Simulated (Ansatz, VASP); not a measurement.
**Sn in VASP and in Ansatz**

The input INCAR:

```
ALGO = Normal
EDIFF = 1E-6
ENCUT = 520
GGA = PE
ISIF = 2
ISMEAR = -1
LASPH = T
LCHARG = F
LREAL = F
LWAVE = F
NBANDS = 21
NELM = 100
PREC = Accurate
SIGMA = 0.1
```

The input KPOINTS:

```
k-points
0
Gamma
  4 4 4
```

POSCAR

```
Sn
1.0
    0.0000000000      3.3250000000      3.3250000000
    3.3250000000      0.0000000000      3.3250000000
    3.3250000000      3.3250000000      0.0000000000
Sn
2
Direct
    0.0052091754      0.0052091754      0.0052091754
    0.2500000000      0.2500000000      0.2500000000
```

Input for Ansatz:

```yaml
crystal:
  lattice:
    - [0.0, 3.325, 3.325]
    - [3.325, 0.0, 3.325]
    - [3.325, 3.325, 0.0]
  atoms:
    - { symbol: Sn, position: [0.0052091754, 0.0052091754, 0.0052091754] }
    - { symbol: Sn, position: [0.25, 0.25, 0.25] }
kpoints:
  mp_grid: { grid: [4, 4, 4] }
hamiltonian:
  xc: pbe
  pseudopotentials:
    kind: paw
    azcp:
      Sn: "pseudopotentials/pbe/paw/ansatz_paw_generated_hard_1/Sn.paw.azcp"
scf:
  occupations: { method: fermi_dirac, width: 0.1 }
  convergence: { dr2_threshold: "1e-10 eV" }
output:
  forces: true
  stress: true
  eigenvalues: true
```

Alike in both runs: task single point; functional PBE; k mesh 4 × 4 × 4; occupations fermi-dirac, width 0.1 eV; no spin polarisation.

|  | VASP | Ansatz |
| --- | --- | --- |
| version | VASP 6.6.1 | Ansatz 0.2.0 development build |
| potentials or method | VASP PAW PBE potentials, release 64 (Sn_d) | plane waves, PAW datasets (generated hard set |
| plane-wave cutoff (eV) | 520 | 700 |
| valence electrons in the cell | 28 | 44 |

|  | VASP | Ansatz | Ansatz less VASP |
| --- | --- | --- | --- |
| rms of the force components (eV/Å) | 0.236 | 0.236 | +0.0001 |

Atom by atom the forces differ by 0.000 eV/Å (rms over components). VASP's potentials hold 28 valence electrons a cell and Ansatz's 44, so a difference there can come from the potentials and not from the codes. Ansatz's warnings: cutoff auto derived.

The k mesh is coarse, so the values compare programs but aren't converged.
